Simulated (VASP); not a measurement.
# Rh (P6_3/mmc) in VASP: notebook, part 2 of 2

VASP 6.6.1. The steps go on from the part before.

### Step 4. Single point, PBEsol

This run uses another cell than the first one, of 13.35 Å³/atom.

INCAR reads:

```
PREC = Accurate ; ENCUT = 500
EDIFF = 1E-6 ; ISMEAR = 0
SIGMA = 0.05 ; LREAL = False
LASPH = True ; NELM = 120
ALGO = Normal ; ISIF = 2
LWAVE = False ; LCHARG = True
GGA = PS ; LELF = True
LVHAR = True ; NBANDS = 22
GGA_COMPAT = False
```

KPOINTS reads:

```
Automatic mesh
0
Gamma
  10 10 5
```

POSCAR reads:

```
Rh
1.0
    2.6677676140      0.0000000000      0.0000000000
   -1.3338838070      2.3103545251      0.0000000000
    0.0000000000      0.0000000000      4.3312548174
Rh
2
Direct
    0.6666666667      0.3333333333      0.7500000000
    0.3333333333      0.6666666667      0.2500000000
```

Potentials or basis: VASP PAW PBE potentials, release 64 (Rh_pv).

Launch:

```bash
> cat potpaw_PBE.64/Rh_pv/POTCAR > POTCAR
> mpirun -np 1 vasp_std > vasp.out
```

OUTCAR:

```text
PREC = Accurate
   ENCUT = 500
   EDIFF = 1E-6
   ISMEAR = 0
   LREAL = False
   LASPH = True
   NELM = 120
   ISIF = 2
   GGA = PS

 ion  position               nearest neighbor table
   1  0.667  0.333  0.750-   2 2.66   2 2.66   2 2.66   2 2.66   2 2.66   2 2.66
   2  0.333  0.667  0.250-   1 2.66   1 2.66   1 2.66   1 2.66   1 2.66   1 2.66

  LATTYP: Found a hexagonal cell.
 ALAT       =     2.6677676140
 C/A-ratio  =     1.6235502653

  Lattice vectors:

 A1 = (   2.6677676140,   0.0000000000,   0.0000000000)
 A2 = (  -1.3338838070,   2.3103545251,   0.0000000000)
 A3 = (   0.0000000000,   0.0000000000,   4.3312548174)

Analysis of symmetry for initial positions (statically):
=====================================================================
 Subroutine PRICEL returns:
 Original cell was already a primitive cell.

 Routine SETGRP: Setting up the symmetry group for a
 hexagonal supercell.

 Subroutine GETGRP returns: Found 24 space group operations
 (whereof 12 operations were pure point group operations)
 out of a pool of 24 trial point group operations.

The static configuration has the point symmetry D_3d.
 The point group associated with its full space group is D_6h.

Analysis of symmetry for dynamics (positions and initial velocities):
=====================================================================
 Subroutine PRICEL returns:
 Original cell was already a primitive cell.

 Routine SETGRP: Setting up the symmetry group for a
 hexagonal supercell.

 Subroutine GETGRP returns: Found 24 space group operations
 (whereof 12 operations were pure point group operations)
 out of a pool of 24 trial point group operations.

The dynamic configuration has the point symmetry D_3d.
 The point group associated with its full space group is D_6h.

 Subroutine INISYM returns: Found 24 space group operations
 (whereof 12 operations are pure point group operations),
 and found     1 'primitive' translations

----------------------------------------------------------------------------------------

                                     Primitive cell

  volume of cell :      26.6956

  direct lattice vectors                    reciprocal lattice vectors
     2.667767614  0.000000000  0.000000000     0.374845243  0.216417002  0.000000000
    -1.333883807  2.310354525  0.000000000     0.000000000  0.432834004  0.000000000
     0.000000000  0.000000000  4.331254817     0.000000000  0.000000000  0.230879974

  length of vectors
     2.667767614  2.667767614  4.331254817     0.432834004  0.432834004  0.230879974

  position of ions in fractional coordinates (direct lattice)
     0.666666667  0.333333333  0.750000000
     0.333333333  0.666666667  0.250000000

  ion indices of the primitive-cell ions
   primitive index   ion index
                 1           1
                 2           2

----------------------------------------------------------------------------------------

 KPOINTS: Automatic mesh

Automatic generation of k-mesh.
 Grid dimensions read from file:
 generate k-points for:   10   10    5

 Generating k-lattice:

  Cartesian coordinates                     Fractional coordinates (reciprocal lattice)
     0.037484524  0.021641700  0.000000000     0.100000000 -0.000000000  0.000000000
     0.000000000  0.043283400  0.000000000     0.000000000  0.100000000  0.000000000
     0.000000000  0.000000000  0.046175995     0.000000000  0.000000000  0.200000000

  Length of vectors
     0.043283400  0.043283400  0.046175995

  Shift w.r.t. Gamma in fractional coordinates (k-lattice)
     0.000000000  0.000000000  0.000000000

 Subroutine IBZKPT returns following result:
 ===========================================

 Found     42 irreducible k-points:

 Following reciprocal coordinates:
            Coordinates               Weight
  0.000000  0.000000  0.000000      1.000000
  0.100000 -0.000000  0.000000      6.000000
  0.200000 -0.000000  0.000000      6.000000
  0.300000 -0.000000  0.000000      6.000000
  0.400000  0.000000  0.000000      6.000000
  0.500000 -0.000000  0.000000      3.000000
[... 16 lines left out ...]
  0.300000  0.100000  0.200000     24.000000
  0.400000  0.100000  0.200000     24.000000
 [... further k-points ...]
   k-points           NKPTS =     42   k-points in BZ     NKDIM =     42   number of bands    NBANDS=     22
   number of dos      NEDOS =    301   number of ions     NIONS =      2
   total plane-waves  NPLWV =  12800
   dimension x,y,z NGX =    20 NGY =   20 NGZ =   32
   dimension x,y,z NGXF=    40 NGYF=   40 NGZF=   64
   ions per type =               2
   NGX,Y,Z   is equivalent  to a cutoff of  12.46, 12.46, 12.28 a.u.
   NGXF,Y,Z  is equivalent  to a cutoff of  24.93, 24.93, 24.57 a.u.
 SYSTEM =  unknown system
   PREC   = accura    normal or accurate (medium, high low for compatibility)
   ISTART =      0    job   : 0-new  1-cont  2-samecut
   ICHARG =      2    charge: 1-file 2-atom 10-const
   ISPIN  =      1    spin polarized calculation?
   LNONCOLLINEAR =      F non collinear calculations
   LSORBIT =      F    spin-orbit coupling
   LASPH  =      T    aspherical Exc in radial PAW
   ENCUT  =  500.0 eV  36.75 Ry    6.06 a.u.   4.86  4.86  7.90*2*pi/ulx,y,z
   NELM   =    120;   NELMIN=  2; NELMDL= -5     # of ELM steps
   EDIFF  = 0.1E-05   stopping-criterion for ELM
   LREAL  =      F    real-space projection
   EDIFFG = 0.1E-04   stopping-criterion for IOM
   NSW    =      0    number of steps for IOM
   IBRION =     -1    ionic relax: 0-MD 1-quasi-New 2-CG
   NFREE  =      0    steps in history (QN), initial steepest desc. (CG)
   ISIF   =      2    stress and relaxation
   ISYM   =      2    0-nonsym 1-usesym 2-fastsym
   POTIM  = 0.5000    time-step for ionic-motion
   TEBEG  =    0.0;   TEEND  =   0.0 temperature during run
   PSTRESS=    0.0 pullay stress
   NELECT =      30.0000    total number of electrons
   NUPDOWN=      -1.0000    fix difference up-down
   EMIN   =  10.00;   EMAX   =-10.00  energy-range for DOS
   EFERMI =   0.00;   METHOD = LEGACY
   ISMEAR =     0;   SIGMA  =   0.05  broadening in eV -4-tet -1-fermi 0-gaus
   EFERMI_NEDOS =   21; number of points for ismear=-14 and -15
   IALGO  =     38    algorithm
   IMIX   =      4    mixing-type and parameters
     AMIX     =   0.40;   BMIX     =  1.00
     AMIX_MAG =   1.60;   BMIX_MAG =  1.00
  volume/ion in A,a.u.               =      13.35        90.08
  Fermi-wavevector in a.u.,A,eV,Ry     =   1.702035  3.216380 39.415028  2.896923
  Thomas-Fermi vector in A             =   2.781878
   LORBIT       =      0    0 simple, 1 ext, 2 COOP (PROOUT), +10 PAW based schemes
   GGA     = PS    functional components
   LHFCALC =     F    Hartree Fock is set to
   AEXX    =    0.0000 exact exchange contribution
   IVDW    =     0    specifies the selected vdW correction
   LEPSILON=     F    determine dielectric tensor
   LRPA    =     F    only Hartree local field effects (RPA)
 non-spin polarized calculation
 Gauss-broadening in eV      SIGMA  =   0.05
  energy-cutoff  :      500.00
  volume of cell :       26.70
 maximum number of plane-waves:       696
 NGX is ok and might be reduce to    20
   NGX =  9   NGY =  9   NGZ = 15

 number of electron      30.0000000 magnetization

 Free energy of the ion-electron system (eV)
  ---------------------------------------------------
  ext. energy  EPLUGINS =         0.00000000
  ---------------------------------------------------
  free energy    TOTEN  =       -16.18193903 eV

  energy without entropy =      -16.17933781  energy(sigma->0) =      -16.18063842

 E-fermi :  12.4219     XC(G=0): -14.4075

 val. band max:       12.3954720037   @ k =   0.3000   0.1000   0.4000
 cond. band min:      12.4459064470   @ k =   0.4000   0.0000   0.0000
 fundamental gap:      0.0504344432
 Fermi energy:        12.4218739242

 k-point     1 :       0.0000    0.0000    0.0000
  band No.  band energies     occupation
      1     -34.8791      2.00000
      2     -34.1718      2.00000
      3     -34.1718      2.00000
      4     -34.0559      2.00000
      5     -34.0559      2.00000
      6     -34.0511      2.00000
[... 14 lines left out ...]
     21      30.4340      0.00000
     22      31.1538      0.00000
[... 552 lines left out ...]
  band No.  band energies     occupation
      1     -34.7952      2.00000
      2     -34.6845      2.00000
      3     -34.4540      2.00000
      4     -34.3539      2.00000
      5     -34.2523      2.00000
      6     -34.1979      2.00000
[... 14 lines left out ...]
     21      25.4558      0.00000
     22      27.3085      0.00000

 [... further k-points ...]

------------------------ aborting loop because EDIFF is reached ----------------------------------------

  FORCE on cell =-STRESS in cart. coord.  units (eV):
  Direction    XX          YY          ZZ          XY          YZ          ZX
  --------------------------------------------------------------------------------------
  -------------------------------------------------------------------------------------
  Total        0.6910631      0.6910631      0.9018314      0.0000000     -0.0000000      0.0000000
  in kB       41.4751445     41.4751445     54.1247080      0.0000000     -0.0000000      0.0000000
  external PRESSURE =      45.6916657 kB  Pullay stress =       0.0000000 kB

 VOLUME and BASIS-vectors are now :
 -----------------------------------------------------------------------------
  energy-cutoff  :      500.00
  volume of cell :       26.70
      direct lattice vectors                 reciprocal lattice vectors
     2.667767614  0.000000000  0.000000000     0.374845243  0.216417002  0.000000000
    -1.333883807  2.310354525  0.000000000     0.000000000  0.432834004  0.000000000
     0.000000000  0.000000000  4.331254817     0.000000000  0.000000000  0.230879974

 POSITION                                       TOTAL-FORCE (eV/Angst)
 -----------------------------------------------------------------------------------
      1.33388      0.77012      3.24844        -0.000000      0.000000      0.000000
     -0.00000      1.54024      1.08281         0.000000     -0.000000      0.000000
 -----------------------------------------------------------------------------------
    total drift:                               -0.000000      0.000000     -0.000000

  FREE ENERGIE OF THE ION-ELECTRON SYSTEM (eV)
  ---------------------------------------------------
  free  energy   TOTEN  =       -16.1819390318 eV

  energy  without entropy=      -16.1793378087  energy(sigma->0) =      -16.18063842
```

Run time: 7.2 s. Hardware: 1 thread of Intel Xeon 6975P-C (Granite Rapids), shared host; peak memory 0.14 GiB.

What came out:

```
Free energy            : -16.1819 eV
Pressure               : 4.6 GPa
Band gap on the k mesh : zero (bands 15 and 16 overlap by 2.44 eV)
```

Levels at points of the mesh, in eV from the Fermi level:
```csv
k point,band 12,band 13,band 14,band 15,band 16,band 17,band 18,band 19
"(0.00, 0.00, 0.00)",-2.67,-2.67,-1.99,-1.99,0.14,0.14,0.56,8.81
"(0.50, 0.00, 0.00)",-2.39,-2.30,0.46,0.66,0.78,3.10,5.26,10.47
```

Caveat: the cell stands under pressure; the PAW data sets were made with another functional, which shifts forces and pressure a little.

### Step 5. Overview

```csv
cell,k mesh,gap on the mesh (eV),pressure (GPa)
"a = 2.681, b = 2.681, c = 4.353 Å, angles 90.0, 90.0, 120.0°, 2 atoms",9 × 9 × 5,none,0.0
"a = 2.695, b = 2.695, c = 4.375 Å, angles 90.0, 90.0, 120.0°, 2 atoms",9 × 9 × 5,none,-4.2
"a = 2.668, b = 2.668, c = 4.331 Å, angles 90.0, 90.0, 120.0°, 2 atoms",10 × 10 × 5,none,4.6
```

Alike in all rows: task single point; level PBEsol; potentials or basis VASP PAW PBE potentials, release 64 (Rh_pv); no spin polarisation; cutoff (eV) 500; smearing gaussian 0.05 eV.

Caveats: the PAW data sets were made with another functional, which shifts forces and pressure a little; the cell stands under tension (at least some runs); the cell stands under pressure (at least some runs).

Absolute energies hang on the potentials; compare differences alone.
